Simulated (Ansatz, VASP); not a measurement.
One calculation of CdSe, two programs

```
Cd Se
1.0
     0.00000    2.84295    2.84295
     2.84295    0.00000    2.84295
     2.84295    2.84295    0.00000
Cd Se
1 1
Direct
  0.00000 0.00000 0.00000
  0.50000 0.50000 0.50000
```

Alike in both runs: task single point; functional r2SCAN; k mesh 6 × 6 × 6; occupations fermi-dirac, width 0.02 eV; no spin polarisation.

|  | VASP | Ansatz |
| --- | --- | --- |
| version | VASP 6.6.1 | Ansatz 0.2.0 |
| potentials or method | VASP PAW PBE potentials, release 64 (Cd, Se) | plane waves, PAW |
| plane-wave cutoff (eV) | 520 | 500 |
| valence electrons in the cell | 18 | 36 |

|  | VASP | Ansatz | Ansatz less VASP |
| --- | --- | --- | --- |
| pressure (GPa) | 0.4 | 0.0 | -0.38 |

VASP's potentials were made for PBE, not for r2SCAN. VASP's potentials hold 18 valence electrons a cell and Ansatz's 36, so a difference there can come from the potentials and not from the codes.
